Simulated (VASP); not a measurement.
# PbF2 (Fluorocronite) (Fm-3m) in VASP: a series of runs

The runs below take PbF2 (Fluorocronite) through single point, with LDA.

Program: VASP 6.6.1. These are calculated values, not measurements. Logs are shortened: lines on timing, memory, paths and dates and some standing lists are left out, and cuts for length are marked.

### Step 1. The cell of the first run

Symmetry: Fm-3m, No. 225, cubic system. Conventional cell: a = 5.927 Å, b = 5.927 Å, c = 5.927 Å, α = 90.00°, β = 90.00°, γ = 90.00°. Pb (site symmetry m-3m) has 8 F at 2.57 Å within 3.4 Å. F (site symmetry -43m) has 4 Pb at 2.57 Å and 6 F at 2.96 Å within 3.4 Å.

### Step 2. Single point, LDA

Contents of INCAR:

```
SYSTEM = PbF2
PREC = Accurate
ENCUT = 520
EDIFF = 1E-6
ISMEAR = 0
SIGMA = 0.01
LREAL = .False.
LASPH = .True.
NELM = 60
ALGO = Normal
ISIF = 2
LWAVE = .False.
LCHARG = .False.
GGA = CA
NBANDS = 21
```

Contents of KPOINTS:

```
Automatic mesh
0
Gamma
  6 6 6
  0 0 0
```

Contents of POSCAR:

```
PbF2
1.0
    0.0000000000      2.9636600000      2.9636600000
    2.9636600000      0.0000000000      2.9636600000
    2.9636600000      2.9636600000      0.0000000000
Pb F
1 2
Direct
    0.0000000000      0.0000000000      0.0000000000
    0.2500000000      0.2500000000      0.2500000000
    0.7500000000      0.7500000000      0.7500000000
```

Potentials or basis: VASP PAW LDA potentials, release 64 (Pb_d, F).

Command:

```sh
cat potpaw_LDA.64/Pb_d/POTCAR potpaw_LDA.64/F/POTCAR > POTCAR
mpirun -np 1 vasp_std > vasp.out
```

OUTCAR:

```text
SYSTEM = PbF2
   PREC = Accurate
   ENCUT = 520
   EDIFF = 1E-6
   ISMEAR = 0
   LREAL = .False.
   LASPH = .True.
   NELM = 60
   ISIF = 2
   GGA = CA

 ion  position               nearest neighbor table
   1  0.000  0.000  0.000-   3 2.57   3 2.57   3 2.57   2 2.57   2 2.57   2 2.57   3 2.57   2 2.57

   2  0.250  0.250  0.250-   1 2.57   1 2.57   1 2.57   1 2.57
   3  0.750  0.750  0.750-   1 2.57   1 2.57   1 2.57   1 2.57

  LATTYP: Found a face centered cubic cell.
 ALAT       =     5.9273200000

  Lattice vectors:

 A1 = (   0.0000000000,   2.9636600000,   2.9636600000)
 A2 = (   2.9636600000,   0.0000000000,   2.9636600000)
 A3 = (   2.9636600000,   2.9636600000,   0.0000000000)

Analysis of symmetry for initial positions (statically):
=====================================================================
 Subroutine PRICEL returns:
 Original cell was already a primitive cell.

 Routine SETGRP: Setting up the symmetry group for a
 face centered cubic supercell.

 Subroutine GETGRP returns: Found 48 space group operations
 (whereof 48 operations were pure point group operations)
 out of a pool of 48 trial point group operations.

The static configuration has the point symmetry O_h .

Analysis of symmetry for dynamics (positions and initial velocities):
=====================================================================
 Subroutine PRICEL returns:
 Original cell was already a primitive cell.

 Routine SETGRP: Setting up the symmetry group for a
 face centered cubic supercell.

 Subroutine GETGRP returns: Found 48 space group operations
 (whereof 48 operations were pure point group operations)
 out of a pool of 48 trial point group operations.

The dynamic configuration has the point symmetry O_h .

 Subroutine INISYM returns: Found 48 space group operations
 (whereof 48 operations are pure point group operations),
 and found     1 'primitive' translations

----------------------------------------------------------------------------------------

                                     Primitive cell

  volume of cell :      52.0613

  direct lattice vectors                    reciprocal lattice vectors
     0.000000000  2.963660000  2.963660000    -0.168710311  0.168710311  0.168710311
[... 73 lines left out ...]
   ISPIN  =      1    spin polarized calculation?
   LNONCOLLINEAR =      F non collinear calculations
   LSORBIT =      F    spin-orbit coupling
   LASPH  =      T    aspherical Exc in radial PAW
   ENCUT  =  520.0 eV  38.22 Ry    6.18 a.u.   7.79  7.79  7.79*2*pi/ulx,y,z
   NELM   =     60;   NELMIN=  2; NELMDL= -5     # of ELM steps
   EDIFF  = 0.1E-05   stopping-criterion for ELM
   LREAL  =      F    real-space projection
   EDIFFG = 0.1E-04   stopping-criterion for IOM
   NSW    =      0    number of steps for IOM
   IBRION =     -1    ionic relax: 0-MD 1-quasi-New 2-CG
   NFREE  =      0    steps in history (QN), initial steepest desc. (CG)
   ISIF   =      2    stress and relaxation
   ISYM   =      2    0-nonsym 1-usesym 2-fastsym
   POTIM  = 0.5000    time-step for ionic-motion
   TEBEG  =    0.0;   TEEND  =   0.0 temperature during run
   PSTRESS=    0.0 pullay stress
   NELECT =      28.0000    total number of electrons
   NUPDOWN=      -1.0000    fix difference up-down
   EMIN   =  10.00;   EMAX   =-10.00  energy-range for DOS
   EFERMI =   0.00;   METHOD = LEGACY
   ISMEAR =     0;   SIGMA  =   0.01  broadening in eV -4-tet -1-fermi 0-gaus
   EFERMI_NEDOS =   21; number of points for ismear=-14 and -15
   IALGO  =     38    algorithm
   IMIX   =      4    mixing-type and parameters
     AMIX     =   0.40;   BMIX     =  1.00
     AMIX_MAG =   1.60;   BMIX_MAG =  1.00
  volume/ion in A,a.u.               =      17.35       117.11
  Fermi-wavevector in a.u.,A,eV,Ry     =   1.331340  2.515869 24.115883  1.772467
  Thomas-Fermi vector in A             =   2.460359
   LORBIT       =      0    0 simple, 1 ext, 2 COOP (PROOUT), +10 PAW based schemes
   GGA     = CA    functional components
   LHFCALC =     F    Hartree Fock is set to
   AEXX    =    0.0000 exact exchange contribution
   IVDW    =     0    specifies the selected vdW correction
   LEPSILON=     F    determine dielectric tensor
   LRPA    =     F    only Hartree local field effects (RPA)
 non-spin polarized calculation
 Gauss-broadening in eV      SIGMA  =   0.01
  energy-cutoff  :      520.00
  volume of cell :       52.06
 maximum number of plane-waves:      1420
   NGX = 15   NGY = 15   NGZ = 15

 number of electron      28.0000005 magnetization

 Free energy of the ion-electron system (eV)
  ---------------------------------------------------
  ext. energy  EPLUGINS =         0.00000000
  ---------------------------------------------------
  free energy    TOTEN  =       -15.91563136 eV

  energy without entropy =      -15.91563136  energy(sigma->0) =      -15.91563136

 E-fermi :   1.5928     XC(G=0): -10.0650

 val. band max:        1.4847702071   @ k =  -0.3333   0.3333   0.1667
 cond. band min:       5.7260775713   @ k =   0.5000   0.5000   0.0000
 fundamental gap:      4.2413073642
 Fermi energy:         1.5927659019

 k-point     1 :       0.0000    0.0000    0.0000
  band No.  band energies     occupation
      1     -19.2023      2.00000
      2     -18.5296      2.00000
      3     -12.8321      2.00000
      4     -12.8321      2.00000
      5     -12.8321      2.00000
      6     -12.7593      2.00000
[... 373 lines left out ...]
     20      16.5775      0.00000
     21      17.8122      0.00000

------------------------ aborting loop because EDIFF is reached ----------------------------------------

  FORCE on cell =-STRESS in cart. coord.  units (eV):
  Direction    XX          YY          ZZ          XY          YZ          ZX
  --------------------------------------------------------------------------------------
  -------------------------------------------------------------------------------------
  Total       -1.4708154     -1.4708154     -1.4708154      0.0000000      0.0000000      0.0000000
  in kB      -45.2640712    -45.2640712    -45.2640712      0.0000000      0.0000000      0.0000000
  external PRESSURE =     -45.2640712 kB  Pullay stress =       0.0000000 kB

 VOLUME and BASIS-vectors are now :
 -----------------------------------------------------------------------------
  energy-cutoff  :      520.00
  volume of cell :       52.06
      direct lattice vectors                 reciprocal lattice vectors
     0.000000000  2.963660000  2.963660000    -0.168710311  0.168710311  0.168710311
     2.963660000  0.000000000  2.963660000     0.168710311 -0.168710311  0.168710311
     2.963660000  2.963660000  0.000000000     0.168710311  0.168710311 -0.168710311

 POSITION                                       TOTAL-FORCE (eV/Angst)
 -----------------------------------------------------------------------------------
      0.00000      0.00000      0.00000        -0.000000     -0.000000     -0.000000
      1.48183      1.48183      1.48183         0.000000      0.000000      0.000000
      4.44549      4.44549      4.44549        -0.000000     -0.000000     -0.000000
 -----------------------------------------------------------------------------------
    total drift:                                0.000000     -0.000000      0.000000

  FREE ENERGIE OF THE ION-ELECTRON SYSTEM (eV)
  ---------------------------------------------------
  free  energy   TOTEN  =       -15.9156313594 eV

  energy  without entropy=      -15.9156313594  energy(sigma->0) =      -15.91563136
```

OSZICAR:

```text
N       E                     dE             d eps       ncg     rms          rms(c)
DAV:   1     0.302617293111E+03    0.30262E+03   -0.14431E+04   672   0.152E+03
DAV:   2     0.804996661885E+01   -0.29457E+03   -0.27786E+03   739   0.428E+02
DAV:   3    -0.170267651845E+02   -0.25077E+02   -0.24823E+02   792   0.136E+02
DAV:   4    -0.177090178173E+02   -0.68225E+00   -0.68180E+00   762   0.236E+01
DAV:   5    -0.177332886628E+02   -0.24271E-01   -0.24269E-01   874   0.457E+00    0.751E+00
DAV:   6    -0.159889895254E+02    0.17443E+01   -0.81052E+00   906   0.225E+01    0.269E+00
DAV:   7    -0.159495475369E+02    0.39442E-01   -0.43611E-01   717   0.408E+00    0.147E+00
DAV:   8    -0.159185254520E+02    0.31022E-01   -0.10811E-01   807   0.331E+00    0.515E-01
DAV:   9    -0.159153671389E+02    0.31583E-02   -0.17405E-02   891   0.971E-01    0.911E-02
DAV:  10    -0.159156701184E+02   -0.30298E-03   -0.78493E-04   765   0.298E-01    0.347E-02
DAV:  11    -0.159156305616E+02    0.39557E-04   -0.87347E-05   824   0.900E-02    0.109E-02
DAV:  12    -0.159156318909E+02   -0.13292E-05   -0.29868E-05   849   0.545E-02    0.645E-03
DAV:  13    -0.159156313594E+02    0.53151E-06   -0.48632E-06   792   0.228E-02
   1 F= -.15915631E+02 E0= -.15915631E+02  d E =-.139690E-53
```

It used 15 s of CPU time on 1 thread of Intel Xeon 6975P-C, on a shared host.

Results:

- Free energy: -15.9156 eV
- Pressure: -4.5 GPa
- Band gap on the k mesh: 4.24 eV, indirect (least direct gap 4.38 eV)

Caveat: spin-orbit coupling is left out, which moves the levels of the heavy elements. As with any semilocal functional, this LDA gap is likely too small.

### Step 3. Single point, LDA

Contents of INCAR:

```
ALGO     = Normal         # electronic algorithm
EDIFF    = 1E-7           # SCF threshold, eV
ENCUT    = 520            # plane-wave cutoff, eV
ISIF     = 2              # what is computed and relaxed
ISMEAR   = 0              # smearing method
LASPH    = T              # aspherical terms in the spheres
LCHARG   = F              # write CHGCAR
LREAL    = F              # projectors in reciprocal space
LWAVE    = F              # write WAVECAR
NBANDS   = 21             # bands
NELM     = 100            # most SCF steps
PREC     = Accurate       # precision mode
SIGMA    = 0.01           # smearing width, eV
```

Contents of KPOINTS:

```
k-points
0
Gamma
  6 6 6
```

POSCAR is that of step 2.

Potentials or basis: VASP PAW LDA potentials, release 64 (Pb_d, F).

Command:

```sh
cat potpaw_LDA.64/Pb_d/POTCAR potpaw_LDA.64/F/POTCAR > POTCAR
mpirun -np 1 vasp_std > vasp.out
```

It used 14 s of CPU time on 1 thread of Intel Xeon 6975P-C, with other jobs on the host.

Results (log left out):

- Free energy: -15.9156 eV
- Pressure: -4.5 GPa
- Band gap on the k mesh: 4.24 eV, indirect (least direct gap 4.38 eV)

Levels at points of the mesh, in eV from the valence-band top:
```
           k point  band 12  band 13  band 14  band 15  band 16  band 17
(0.00, 0.00, 0.00)    -1.98    -1.98    -1.98     6.59     6.59     6.59
(0.50, 0.00, 0.00)    -2.15    -2.15     0.00     4.84     7.52     7.52
(0.50, 0.50, 0.00)    -1.54    -1.54    -0.14     4.24     7.76     7.76
```

Caveat: spin-orbit coupling is left out, which moves the levels of the heavy elements.
